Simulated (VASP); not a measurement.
# Ga2P (P6/mmm) in VASP: single point with PBE

Aim: the single point of Ga2P with PBE.

Everything below comes from runs of VASP 6.6.1. Logs are shortened: lines on timing, memory, paths and dates and some standing lists are left out, and cuts for length are marked.

## (1) The cell of the first run

The structure is hexagonal, space group P6/mmm (No. 191). Conventional cell: a = 4.770 Å, b = 4.770 Å, c = 2.763 Å, α = 90.00°, β = 90.00°, γ = 120.00°. Within 3.6 Å of Ga (site symmetry -6m2) lie 5 Ga at 2.75 to 2.76 Å and 6 P at 3.08 Å. P (site symmetry 6/mmm) has 2 P at 2.76 Å and 12 Ga at 3.08 Å within 3.6 Å.

## (2) Single point, PBE

INCAR reads:

```
ALGO     = Normal         # electronic algorithm
EDIFF    = 1E-6           # SCF threshold, eV
ENCUT    = 500            # plane-wave cutoff, eV
GGA      = PE             # functional
GGA_COMPAT= F            
ISIF     = 2              # what is computed and relaxed
ISMEAR   = -4             # smearing method
LASPH    = T              # aspherical terms in the spheres
LCHARG   = T              # write CHGCAR
LELF     = T              # ELF
LREAL    = F              # projectors in reciprocal space
LVHAR    = T            
LWAVE    = F              # write WAVECAR
NBANDS   = 22             # bands
NELM     = 120            # most SCF steps
PREC     = Accurate       # precision mode
SIGMA    = 0.1            # smearing width, eV
```

KPOINTS reads:

```
k-points
0
Gamma
  12 12 12
```

POSCAR reads:

```
Ga2P
1.0
    4.7696634259     -0.0000000034      0.0000000000
   -2.3848317100      4.1306496960      0.0000000000
    0.0000000000      0.0000000000      2.7629112433
Ga P
2 1
Direct
    0.6666666667      0.3333333333      0.5000000000
    0.3333333333      0.6666666667      0.5000000000
    0.0000000000      0.0000000000      0.0000000000
```

Potentials or basis: VASP PAW PBE potentials, release 64 (Ga_d, P).

Launch:

```sh
$ cat potpaw_PBE.64/Ga_d/POTCAR potpaw_PBE.64/P/POTCAR > POTCAR
$ mpirun -np 1 vasp_std > vasp.out
```

OUTCAR:

```text
EDIFF = 1E-6
   ENCUT = 500
   GGA = PE
   ISIF = 2
   ISMEAR = -4
   LASPH = T
   LREAL = F
   NELM = 120
   PREC = Accurate

 ion  position               nearest neighbor table
   1  0.667  0.333  0.500-   2 2.75   2 2.75   2 2.75
   2  0.333  0.667  0.500-   1 2.75   1 2.75   1 2.75
   3  0.000  0.000  0.000-

  LATTYP: Found a hexagonal cell.
 ALAT       =     4.7696634259
 C/A-ratio  =     0.5792675492

  Lattice vectors:

 A1 = (   4.7696634259,  -0.0000000034,   0.0000000000)
 A2 = (  -2.3848317100,   4.1306496960,   0.0000000000)
 A3 = (   0.0000000000,   0.0000000000,   2.7629112433)

Analysis of symmetry for initial positions (statically):
=====================================================================
 Subroutine PRICEL returns:
 Original cell was already a primitive cell.

 Routine SETGRP: Setting up the symmetry group for a
 hexagonal supercell.

 Subroutine GETGRP returns: Found 24 space group operations
 (whereof 24 operations were pure point group operations)
 out of a pool of 24 trial point group operations.

The static configuration has the point symmetry D_6h.

Analysis of symmetry for dynamics (positions and initial velocities):
=====================================================================
 Subroutine PRICEL returns:
 Original cell was already a primitive cell.

 Routine SETGRP: Setting up the symmetry group for a
 hexagonal supercell.

 Subroutine GETGRP returns: Found 24 space group operations
 (whereof 24 operations were pure point group operations)
 out of a pool of 24 trial point group operations.

The dynamic configuration has the point symmetry D_6h.

 Subroutine INISYM returns: Found 24 space group operations
 (whereof 24 operations are pure point group operations),
 and found     1 'primitive' translations

----------------------------------------------------------------------------------------

                                     Primitive cell

  volume of cell :      54.4343

  direct lattice vectors                    reciprocal lattice vectors
     4.769663426 -0.000000003  0.000000000     0.209658400  0.121046333  0.000000000
[... 78 lines left out ...]
   NGX,Y,Z   is equivalent  to a cutoff of  12.55, 12.55, 12.03 a.u.
   NGXF,Y,Z  is equivalent  to a cutoff of  25.10, 25.10, 24.07 a.u.
 SYSTEM =  unknown system
   PREC   = accura    normal or accurate (medium, high low for compatibility)
   ISTART =      0    job   : 0-new  1-cont  2-samecut
   ICHARG =      2    charge: 1-file 2-atom 10-const
   ISPIN  =      1    spin polarized calculation?
   LNONCOLLINEAR =      F non collinear calculations
   LSORBIT =      F    spin-orbit coupling
   LASPH  =      T    aspherical Exc in radial PAW
   ENCUT  =  500.0 eV  36.75 Ry    6.06 a.u.   8.70  8.70  5.04*2*pi/ulx,y,z
   NELM   =    120;   NELMIN=  2; NELMDL= -5     # of ELM steps
   EDIFF  = 0.1E-05   stopping-criterion for ELM
   LREAL  =      F    real-space projection
   EDIFFG = 0.1E-04   stopping-criterion for IOM
   NSW    =      0    number of steps for IOM
   IBRION =     -1    ionic relax: 0-MD 1-quasi-New 2-CG
   NFREE  =      0    steps in history (QN), initial steepest desc. (CG)
   ISIF   =      2    stress and relaxation
   ISYM   =      2    0-nonsym 1-usesym 2-fastsym
   POTIM  = 0.5000    time-step for ionic-motion
   TEBEG  =    0.0;   TEEND  =   0.0 temperature during run
   PSTRESS=    0.0 pullay stress
   NELECT =      31.0000    total number of electrons
   NUPDOWN=      -1.0000    fix difference up-down
   EMIN   =  10.00;   EMAX   =-10.00  energy-range for DOS
   EFERMI =   0.00;   METHOD = LEGACY
   ISMEAR =    -4;   SIGMA  =   0.10  broadening in eV -4-tet -1-fermi 0-gaus
   EFERMI_NEDOS =   21; number of points for ismear=-14 and -15
   IALGO  =     38    algorithm
   IMIX   =      4    mixing-type and parameters
     AMIX     =   0.40;   BMIX     =  1.00
     AMIX_MAG =   1.60;   BMIX_MAG =  1.00
  volume/ion in A,a.u.               =      18.14       122.45
  Fermi-wavevector in a.u.,A,eV,Ry     =   1.356973  2.564306 25.053420  1.841374
  Thomas-Fermi vector in A             =   2.483930
   LORBIT       =      0    0 simple, 1 ext, 2 COOP (PROOUT), +10 PAW based schemes
   GGA     = PE    functional components
   LHFCALC =     F    Hartree Fock is set to
   AEXX    =    0.0000 exact exchange contribution
   IVDW    =     0    specifies the selected vdW correction
   LEPSILON=     F    determine dielectric tensor
   LRPA    =     F    only Hartree local field effects (RPA)
 non-spin polarized calculation
 Fermi weights with tetrahedron method witout Bloechl corrections
  energy-cutoff  :      500.00
  volume of cell :       54.43
 maximum number of plane-waves:      1408
 NGX is ok and might be reduce to    36
   NGX = 17   NGY = 17   NGZ = 11

 number of electron      30.9999999 magnetization

 Free energy of the ion-electron system (eV)
  ---------------------------------------------------
  ext. energy  EPLUGINS =         0.00000000
  ---------------------------------------------------
  free energy    TOTEN  =       -10.20501275 eV

  energy without entropy =      -10.20501275  energy(sigma->0) =      -10.20501275

 E-fermi :   6.1691     XC(G=0): -10.9598

 val. band max:        6.3142949330   @ k =   0.0000   0.0000   0.4167
 cond. band min:       5.5702532078   @ k =   0.3333   0.3333   0.0000
 fundamental gap:     -0.7440417252
 Fermi energy:         6.1691328289

 k-point     1 :       0.0000    0.0000    0.0000
  band No.  band energies     occupation
      1      -8.9719      2.00000
      2      -8.8383      2.00000
      3      -8.7535      2.00000
      4      -8.7535      2.00000
      5      -8.6735      2.00000
      6      -8.6735      2.00000
[... 589 lines left out ...]
     21      14.1048      0.00000
     22      16.2857      0.00000

 [... further k-points ...]
[... 5 lines left out ...]
  --------------------------------------------------------------------------------------
  -------------------------------------------------------------------------------------
  Total        0.2061567      0.2061567      0.0549970      0.0000000      0.0000000      0.0000000
  in kB        6.0678509      6.0678509      1.6187371      0.0000000      0.0000000      0.0000000
  external PRESSURE =       4.5848130 kB  Pullay stress =       0.0000000 kB

 VOLUME and BASIS-vectors are now :
 -----------------------------------------------------------------------------
  energy-cutoff  :      500.00
  volume of cell :       54.43
      direct lattice vectors                 reciprocal lattice vectors
     4.769663426 -0.000000003  0.000000000     0.209658400  0.121046333  0.000000000
    -2.384831710  4.130649696  0.000000000     0.000000000  0.242092667  0.000000000
     0.000000000  0.000000000  2.762911243     0.000000000  0.000000000  0.361937070

 POSITION                                       TOTAL-FORCE (eV/Angst)
 -----------------------------------------------------------------------------------
      2.38483      1.37688      1.38146         0.000000      0.000000      0.000000
      0.00000      2.75377      1.38146         0.000000     -0.000000     -0.000000
      0.00000      0.00000      0.00000        -0.000000     -0.000000      0.000000
 -----------------------------------------------------------------------------------
    total drift:                                0.000000      0.000000     -0.000000

  FREE ENERGIE OF THE ION-ELECTRON SYSTEM (eV)
  ---------------------------------------------------
  free  energy   TOTEN  =       -10.2050127491 eV

  energy  without entropy=      -10.2050127491  energy(sigma->0) =      -10.20501275
```

stdout:

```text
POSCAR found type information on POSCAR GaP
 POSCAR found :  2 types and       3 ions
 scaLAPACK will be used
 LDA part: xc-table for (Slater+PW92), standard interpolation
 POSCAR, INCAR and KPOINTS ok, starting setup
 FFT: planning ... GRIDC
 FFT: planning ... GRID_SOFT
 FFT: planning ... GRID
 WAVECAR not read
 entering main loop
 -----------------------------------------------------------------------------
|                                                                             |
|           W    W    AA    RRRRR   N    N  II  N    N   GGGG   !!!           |
|           W    W   A  A   R    R  NN   N  II  NN   N  G    G  !!!           |
|           W    W  A    A  R    R  N N  N  II  N N  N  G       !!!           |
|           W WW W  AAAAAA  RRRRR   N  N N  II  N  N N  G  GGG   !            |
|           WW  WW  A    A  R   R   N   NN  II  N   NN  G    G                |
|           W    W  A    A  R    R  N    N  II  N    N   GGGG   !!!           |
|                                                                             |
|     Tetrahedron method does not include variations of the Fermi             |
|     occupations, so forces and stress will be inaccurate. We suggest        |
|     using a different smearing scheme ISMEAR = 1 or 2 for metals in         |
|     relaxations.                                                            |
|                                                                             |
 -----------------------------------------------------------------------------
```

Wall time 96 s (1 thread of Intel Xeon Platinum 8375C at 2.90GHz (Ice Lake), shared host); peak memory 0.27 GiB.

What came out:

```
Free energy : -10.2050 eV
Pressure    : 0.5 GPa
```

Stress tensor (GPa, compression positive):
```
0.61 0.00 0.00
0.00 0.61 0.00
0.00 0.00 0.16
```
